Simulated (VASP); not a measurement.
Runs of VASP 6.6.1 on Si. The structure is that of space group Fmmm (No. 69), or close to it. The cells are those of the table. 

```tsv
cell	gap on the mesh (eV)	pressure (GPa)	largest force (eV/Å)
a = 5.941, b = 5.941, c = 5.528 Å, angles 96.4, 96.4, 142.3°, 4 atoms	none	-11.7	0.57
a = 4.629, b = 4.629, c = 4.234 Å, angles 100.8, 100.8, 131.0°, 4 atoms	none	54.5	7.28
a = 4.729, b = 4.729, c = 4.137 Å, angles 100.8, 100.8, 132.1°, 4 atoms	none	53.6	7.56
a = 4.945, b = 4.945, c = 4.346 Å, angles 99.9, 99.9, 134.3°, 4 atoms	none	(a)	4.00
a = 4.844, b = 4.844, c = 4.445 Å, angles 99.8, 99.8, 133.3°, 4 atoms	none	(b)	3.76
```

Alike in all rows: task single point; level PBEsol; potentials or basis VASP PAW PBE potentials, release 64 (Si); no spin polarisation; k mesh 10 × 10 × 10; cutoff (eV) 520; smearing gaussian 0.03 eV.

Question: Fill in the values left out.

Answer: (a) 27.1; (b) 27.8.

Caveats: the PAW data sets were made with another functional, which shifts forces and pressure a little; semilocal functionals underestimate gaps, and a narrow one can read as zero (at least some runs); the stress differs along the axes, from -16 to -4 GPa (at least some runs); the stress differs along the axes, from 22 to 71 GPa (at least some runs); the stress differs along the axes, from 24 to 69 GPa (at least some runs); the stress differs along the axes, from 13 to 34 GPa (at least some runs); the stress differs along the axes, from 11 to 36 GPa (at least some runs).

A gap of «none» marks levels without a gap at the run's occupations.
